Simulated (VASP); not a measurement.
Here is a VASP 6.6.1 calculation.

The input INCAR:

```
SYSTEM = Cu4Mo
PREC = Accurate ; ENCUT = 520
EDIFF = 1E-6 ; ISMEAR = 0
SIGMA = 0.1 ; LREAL = .FALSE.
LASPH = .TRUE. ; NELM = 150
ALGO = Fast ; ISIF = 2
LWAVE = .FALSE. ; LCHARG = .FALSE.
ISPIN = 2 ; MAGMOM = 0 0 0 0 1
LORBIT = 11 ; LMAXMIX = 4
GGA = PE ; NBANDS = 41
```

KPOINTS

```
Automatic mesh
0
G
  6 6 4
  0 0 0
```

The input POSCAR:

```
Cu4Mo
1.0
    4.1288263489      0.0000000000      0.0000000000
   -2.0644131745      3.5756685060      0.0000000000
    0.0000000000      0.0000000000      4.8208171715
Cu Mo
4 1
Direct
    0.3333333333      0.6666666667      0.3294016918
    0.6666666667      0.3333333333      0.6705983082
    0.3333333333      0.6666666667      0.8405719255
    0.6666666667      0.3333333333      0.1594280745
    0.0000000000      0.0000000000      0.5000000000
```

Potentials or basis: VASP PAW PBE potentials, release 64 (Cu, Mo_sv).

Run with:

```sh
$ cat potpaw_PBE.64/Cu/POTCAR potpaw_PBE.64/Mo_sv/POTCAR > POTCAR
$ mpirun -np 1 vasp_std > vasp.out
```

What does it give for the largest force?

0.057 eV/Å.

Estimate the net moment.

0.73 μB per cell.

Forces on the atoms (eV/Å):
```
Cu   0.000  0.000  0.057
Cu   0.000  0.000 -0.057
Cu   0.000  0.000  0.009
Cu   0.000  0.000 -0.009
Mo   0.000  0.000  0.000
```
